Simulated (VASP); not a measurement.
# Co (P6_3/mmc) in VASP: single point with PBE

Aim: the single point of Co with PBE.

All numbers are computed with VASP 6.6.1; they aren't measurements. Logs are shortened: lines on timing, memory, paths and dates and some standing lists are left out, and cuts for length are marked.

### 1 The cell of the first run

Symmetry: P6_3/mmc, No. 194, hexagonal system. Conventional cell: a = 2.492 Å, b = 2.492 Å, c = 4.034 Å, α = 90.00°, β = 90.00°, γ = 120.00°. Co (site symmetry -6m2) has 12 Co at 2.48 to 2.49 Å within 3.3 Å.

### 2 Single point, PBE, collinear spin, ferromagnetic start

Input file INCAR:

```
ALGO = Fast
EDIFF = 1E-7
ENCUT = 520
GGA = PE
ISIF = 2
ISMEAR = 0
ISPIN = 2
LASPH = T
LCHARG = F
LMAXMIX = 4
LORBIT = 11
LREAL = F
LWAVE = F
MAGMOM = 1.84 1.84
NBANDS = 20
NELM = 150
PREC = Accurate
SIGMA = 0.1
```

Input file KPOINTS:

```
k-points
0
Gamma
  30 30 20
```

Input file POSCAR:

```
Co
1.0
    2.4922595136      0.0000000000      0.0000000000
   -1.2461297568      2.1583600516      0.0000000000
    0.0000000000      0.0000000000      4.0337542480
Co
2
Direct
    0.0000000000      0.0000000000      0.0000000000
    0.3333333333      0.6666666667      0.5000000000
```

Potentials or basis: VASP PAW PBE potentials, release 64 (Co).

Command:

```sh
$ cat potpaw_PBE.64/Co/POTCAR > POTCAR
$ mpirun -np 1 vasp_std > vasp.out
```

OUTCAR:

```text
EDIFF = 1E-7
   ENCUT = 520
   GGA = PE
   ISIF = 2
   ISMEAR = 0
   ISPIN = 2
   LASPH = T
   LORBIT = 11
   LREAL = F
   NELM = 150
   PREC = Accurate

 ion  position               nearest neighbor table
   1  0.000  0.000  0.000-   2 2.48   2 2.48   2 2.48   2 2.48   2 2.48   2 2.48
   2  0.333  0.667  0.500-   1 2.48   1 2.48   1 2.48   1 2.48   1 2.48   1 2.48

  LATTYP: Found a hexagonal cell.
 ALAT       =     2.4922595136
 C/A-ratio  =     1.6185129301

  Lattice vectors:

 A1 = (   2.4922595136,   0.0000000000,   0.0000000000)
 A2 = (  -1.2461297568,   2.1583600516,   0.0000000000)
 A3 = (   0.0000000000,   0.0000000000,   4.0337542480)

Analysis of symmetry for initial positions (statically):
=====================================================================
 Subroutine PRICEL returns:
 Original cell was already a primitive cell.

 Routine SETGRP: Setting up the symmetry group for a
 hexagonal supercell.

 Subroutine GETGRP returns: Found 24 space group operations
 (whereof 12 operations were pure point group operations)
 out of a pool of 24 trial point group operations.

The static configuration has the point symmetry D_3h.
 The point group associated with its full space group is D_6h.

Analysis of symmetry for dynamics (positions and initial velocities):
=====================================================================
 Subroutine PRICEL returns:
 Original cell was already a primitive cell.

 Routine SETGRP: Setting up the symmetry group for a
 hexagonal supercell.

 Subroutine GETGRP returns: Found 24 space group operations
 (whereof 12 operations were pure point group operations)
 out of a pool of 24 trial point group operations.

The dynamic configuration has the point symmetry D_3h.
 The point group associated with its full space group is D_6h.

Analysis of structural, dynamic, and magnetic symmetry:
=====================================================================
 Subroutine PRICEL returns:
 Original cell was already a primitive cell.

 Routine SETGRP: Setting up the symmetry group for a
 hexagonal supercell.

 Subroutine GETGRP returns: Found 24 space group operations
 (whereof 12 operations were pure point group operations)
 out of a pool of 24 trial point group operations.

The overall configuration has the point symmetry D_3h.
 The point group associated with its full space group is D_6h.

 Subroutine INISYM returns: Found 24 space group operations
 (whereof 12 operations are pure point group operations),
 and found     1 'primitive' translations

----------------------------------------------------------------------------------------

                                     Primitive cell

  volume of cell :      21.6983

  direct lattice vectors                    reciprocal lattice vectors
     2.492259514  0.000000000  0.000000000     0.401242324  0.231657364  0.000000000
    -1.246129757  2.158360052  0.000000000     0.000000000  0.463314728  0.000000000
     0.000000000  0.000000000  4.033754248     0.000000000  0.000000000  0.247908013

  length of vectors
     2.492259514  2.492259514  4.033754248     0.463314728  0.463314728  0.247908013

  position of ions in fractional coordinates (direct lattice)
     0.000000000  0.000000000  0.000000000
     0.333333333  0.666666667  0.500000000

  ion indices of the primitive-cell ions
   primitive index   ion index
                 1           1
                 2           2

----------------------------------------------------------------------------------------

 KPOINTS: k-points

Automatic generation of k-mesh.
 Grid dimensions read from file:
 generate k-points for:   30   30   20

 Generating k-lattice:

  Cartesian coordinates                     Fractional coordinates (reciprocal lattice)
     0.013374744  0.007721912  0.000000000     0.033333333 -0.000000000  0.000000000
     0.000000000  0.015443824  0.000000000     0.000000000  0.033333333  0.000000000
     0.000000000  0.000000000  0.012395401     0.000000000  0.000000000  0.050000000

  Length of vectors
     0.015443824  0.015443824  0.012395401

  Shift w.r.t. Gamma in fractional coordinates (k-lattice)
     0.000000000  0.000000000  0.000000000

 Subroutine IBZKPT returns following result:
 ===========================================

 Found   1001 irreducible k-points:

 Following reciprocal coordinates:
            Coordinates               Weight
  0.000000  0.000000  0.000000      1.000000
  0.033333 -0.000000  0.000000      6.000000
  0.066667 -0.000000  0.000000      6.000000
  0.100000 -0.000000  0.000000      6.000000
  0.133333 -0.000000  0.000000      6.000000
  0.166667 -0.000000  0.000000      6.000000
[... 16 lines left out ...]
  0.233333  0.033333  0.000000     12.000000
  0.266667  0.033333  0.000000     12.000000
 [... further k-points ...]
   k-points           NKPTS =   1001   k-points in BZ     NKDIM =   1001   number of bands    NBANDS=     20
   number of dos      NEDOS =    301   number of ions     NIONS =      2
   total plane-waves  NPLWV =  12000
   dimension x,y,z NGX =    20 NGY =   20 NGZ =   30
   dimension x,y,z NGXF=    40 NGYF=   40 NGZF=   60
   ions per type =               2
   NGX,Y,Z   is equivalent  to a cutoff of  13.34, 13.34, 12.36 a.u.
   NGXF,Y,Z  is equivalent  to a cutoff of  26.68, 26.68, 24.73 a.u.
 SYSTEM =  unknown system
   PREC   = accura    normal or accurate (medium, high low for compatibility)
   ISTART =      0    job   : 0-new  1-cont  2-samecut
   ICHARG =      2    charge: 1-file 2-atom 10-const
   ISPIN  =      2    spin polarized calculation?
   LNONCOLLINEAR =      F non collinear calculations
   LSORBIT =      F    spin-orbit coupling
   LASPH  =      T    aspherical Exc in radial PAW
   ENCUT  =  520.0 eV  38.22 Ry    6.18 a.u.   4.63  4.63  7.50*2*pi/ulx,y,z
   NELM   =    150;   NELMIN=  2; NELMDL= -5     # of ELM steps
   EDIFF  = 0.1E-06   stopping-criterion for ELM
   LREAL  =      F    real-space projection
   EDIFFG = 0.1E-05   stopping-criterion for IOM
   NSW    =      0    number of steps for IOM
   IBRION =     -1    ionic relax: 0-MD 1-quasi-New 2-CG
   NFREE  =      0    steps in history (QN), initial steepest desc. (CG)
   ISIF   =      2    stress and relaxation
   ISYM   =      2    0-nonsym 1-usesym 2-fastsym
   POTIM  = 0.5000    time-step for ionic-motion
   TEBEG  =    0.0;   TEEND  =   0.0 temperature during run
   PSTRESS=    0.0 pullay stress
   NELECT =      18.0000    total number of electrons
   NUPDOWN=      -1.0000    fix difference up-down
   EMIN   =  10.00;   EMAX   =-10.00  energy-range for DOS
   EFERMI =   0.00;   METHOD = LEGACY
   ISMEAR =     0;   SIGMA  =   0.10  broadening in eV -4-tet -1-fermi 0-gaus
   EFERMI_NEDOS =   21; number of points for ismear=-14 and -15
   IALGO  =     68    algorithm
   IMIX   =      4    mixing-type and parameters
     AMIX     =   0.40;   BMIX     =  1.00
     AMIX_MAG =   1.60;   BMIX_MAG =  1.00
  volume/ion in A,a.u.               =      10.85        73.21
  Fermi-wavevector in a.u.,A,eV,Ry     =   1.538238  2.906848 32.193771  2.366175
  Thomas-Fermi vector in A             =   2.644634
   LORBIT       =     11    0 simple, 1 ext, 2 COOP (PROOUT), +10 PAW based schemes
   GGA     = PE    functional components
   LHFCALC =     F    Hartree Fock is set to
   AEXX    =    0.0000 exact exchange contribution
   IVDW    =     0    specifies the selected vdW correction
   LEPSILON=     F    determine dielectric tensor
   LRPA    =     F    only Hartree local field effects (RPA)
 spin polarized calculation
 RMM-DIIS sequential band-by-band and
 Gauss-broadening in eV      SIGMA  =   0.10
  energy-cutoff  :      520.00
  volume of cell :       21.70
 maximum number of plane-waves:       604
 NGX is ok and might be reduce to    20
   NGX =  9   NGY =  9   NGZ = 15

 number of electron      17.9999998 magnetization       3.1964494

 Free energy of the ion-electron system (eV)
  ---------------------------------------------------
  ext. energy  EPLUGINS =         0.00000000
  ---------------------------------------------------
  free energy    TOTEN  =       -14.07504284 eV

  energy without entropy =      -14.06609424  energy(sigma->0) =      -14.07056854

 E-fermi :  10.2516     XC(G=0): -13.4040

 val. band max:       10.2513363334   @ k =   0.3000   0.1000   0.4500
 cond. band min:      10.2524241254   @ k =   0.4000   0.0667   0.3500
 fundamental gap:      0.0010877920
 Fermi energy:        10.2515539198

 spin component 1

 k-point     1 :       0.0000    0.0000    0.0000
  band No.  band energies     occupation
      1       1.3510      1.00000
      2       5.1313      1.00000
      3       7.6463      1.00000
      4       7.6717      1.00000
      5       7.6717      1.00000
      6       7.9822      1.00000
[... 12 lines left out ...]
     19      36.1652      0.00000
     20      36.1652      0.00000

 k-point     2 :       0.0333   -0.0000    0.0000
  band No.  band energies     occupation
      1       1.3902      1.00000
      2       5.1554      1.00000
      3       7.5763      1.00000
      4       7.6901      1.00000
      5       7.7368      1.00000
      6       7.9728      1.00000
[... 12 lines left out ...]
     19      36.8316      0.00000
     20      37.1041      0.00000

 k-point     3 :       0.0667   -0.0000    0.0000
  band No.  band energies     occupation
      1       1.5072      1.00000
      2       5.2257      1.00000
      3       7.4855      1.00000
      4       7.7446      1.00000
      5       7.8117      1.00000
      6       7.9479      1.00000
[... 12 lines left out ...]
     19      37.9342      0.00000
     20      38.3036      0.00000

 k-point     4 :       0.1000   -0.0000    0.0000
  band No.  band energies     occupation
      1       1.7001      1.00000
      2       5.3369      1.00000
      3       7.3836      1.00000
      4       7.8337      1.00000
      5       7.8602      1.00000
      6       7.9425      1.00000
[... 429 lines left out ...]
 k-point    23 :       0.2333    0.0333    0.0000
  band No.  band energies     occupation
      1       3.3879      1.00000
      2       5.9356      1.00000
      3       6.7413      1.00000
      4       6.9842      1.00000
      5       7.6743      1.00000
      6       7.8420      1.00000
[... 12 lines left out ...]
     19      34.5740      0.00000
     20      37.6914      0.00000

 k-point    24 :       0.2667    0.0333    0.0000
  band No.  band energies     occupation
      1       3.8634      1.00000
      2       5.9441      1.00000
      3       6.5090      1.00000
      4       6.9978      1.00000
      5       7.6965      1.00000
      6       7.7650      1.00000
[... 12 lines left out ...]
     19      34.0908      0.00000
     20      37.1580      0.00000

 [... further k-points ...]

 spin component 2

 k-point     1 :       0.0000    0.0000    0.0000
  band No.  band energies     occupation
      1       1.3407      1.00000
      2       6.0648      1.00000
      3       9.2661      1.00000
      4       9.2974      1.00000
      5       9.2974      1.00000
      6       9.6612      1.00000
[... 12 lines left out ...]
     19      36.4494      0.00000
     20      36.4494      0.00000

 k-point     2 :       0.0333   -0.0000    0.0000
  band No.  band energies     occupation
      1       1.3799      1.00000
      2       6.0920      1.00000
      3       9.1843      1.00000
      4       9.3175      1.00000
      5       9.3711      1.00000
      6       9.6490      1.00000
[... 12 lines left out ...]
     19      37.1271      0.00000
     20      37.3501      0.00000

 k-point     3 :       0.0667   -0.0000    0.0000
  band No.  band energies     occupation
      1       1.4974      1.00000
      2       6.1721      1.00000
      3       9.0753      1.00000
      4       9.3774      1.00000
      5       9.4553      1.00000
      6       9.6051      1.00000
[... 12 lines left out ...]
     19      38.1701      0.00000
     20      38.2259      0.00000

 k-point     4 :       0.1000   -0.0000    0.0000
  band No.  band energies     occupation
      1       1.6913      1.00000
      2       6.2998      1.00000
      3       8.9500      1.00000
      4       9.2408      1.00000
      5       9.4756      1.00000
      6       9.5080      1.00000
[... 429 lines left out ...]
 k-point    23 :       0.2333    0.0333    0.0000
  band No.  band energies     occupation
      1       3.4229      1.00000
      2       7.0844      1.00000
      3       7.8703      1.00000
      4       8.3436      1.00000
      5       9.2251      1.00000
      6       9.5045      1.00000
[... 12 lines left out ...]
     19      35.0163      0.00000
     20      37.9752      0.00000

 k-point    24 :       0.2667    0.0333    0.0000
  band No.  band energies     occupation
      1       3.9376      1.00000
      2       7.1475      1.00000
      3       7.6565      1.00000
      4       8.2789      1.00000
      5       9.2290      1.00000
      6       9.4160      1.00000
[... 12 lines left out ...]
     19      34.3208      0.00000
     20      37.4816      0.00000

 [... further k-points ...]
[... 5 lines left out ...]
  --------------------------------------------------------------------------------------
  -------------------------------------------------------------------------------------
  Total       -0.0693871     -0.0693871     -0.1155726     -0.0000000      0.0000000      0.0000000
  in kB       -5.1234545     -5.1234545     -8.5337273     -0.0000000      0.0000000      0.0000000
  external PRESSURE =      -6.2602121 kB  Pullay stress =       0.0000000 kB

 VOLUME and BASIS-vectors are now :
 -----------------------------------------------------------------------------
  energy-cutoff  :      520.00
  volume of cell :       21.70
      direct lattice vectors                 reciprocal lattice vectors
     2.492259514  0.000000000  0.000000000     0.401242324  0.231657364  0.000000000
    -1.246129757  2.158360052  0.000000000     0.000000000  0.463314728  0.000000000
     0.000000000  0.000000000  4.033754248     0.000000000  0.000000000  0.247908013

 POSITION                                       TOTAL-FORCE (eV/Angst)
 -----------------------------------------------------------------------------------
      0.00000      0.00000      0.00000         0.000000     -0.000000      0.000000
     -0.00000      1.43891      2.01688        -0.000000      0.000000      0.000000
 -----------------------------------------------------------------------------------
    total drift:                               -0.000000      0.000000     -0.000000

  FREE ENERGIE OF THE ION-ELECTRON SYSTEM (eV)
  ---------------------------------------------------
  free  energy   TOTEN  =       -14.0750428353 eV

  energy  without entropy=      -14.0660942447  energy(sigma->0) =      -14.07056854

 total charge

# of ion       s       p       d       tot
------------------------------------------
    1        0.488   0.521   7.264   8.273
    2        0.488   0.521   7.264   8.273
--------------------------------------------------
tot          0.977   1.042  14.528  16.546

 magnetization (x)

# of ion       s       p       d       tot
------------------------------------------
    1       -0.015  -0.055   1.689   1.619
    2       -0.015  -0.055   1.689   1.619
--------------------------------------------------
tot         -0.030  -0.110   3.378   3.237
```

Run time: 15 min. Hardware: 1 thread of Oxide Virtual Turin-like, shared host; peak memory 0.61 GiB.

Results:

| Property | Result |
| --- | --- |
| Free energy | -14.0750 eV |
| Pressure | -0.6 GPa |
| Net moment | 3.20 μB per cell |
| Site moments | Co +1.62 μB |
| Valence electrons inside the program's atomic spheres | Co 8.27 |

Stress tensor (GPa, compression positive):
```
-0.51  0.00  0.00
 0.00 -0.51  0.00
 0.00  0.00 -0.85
```
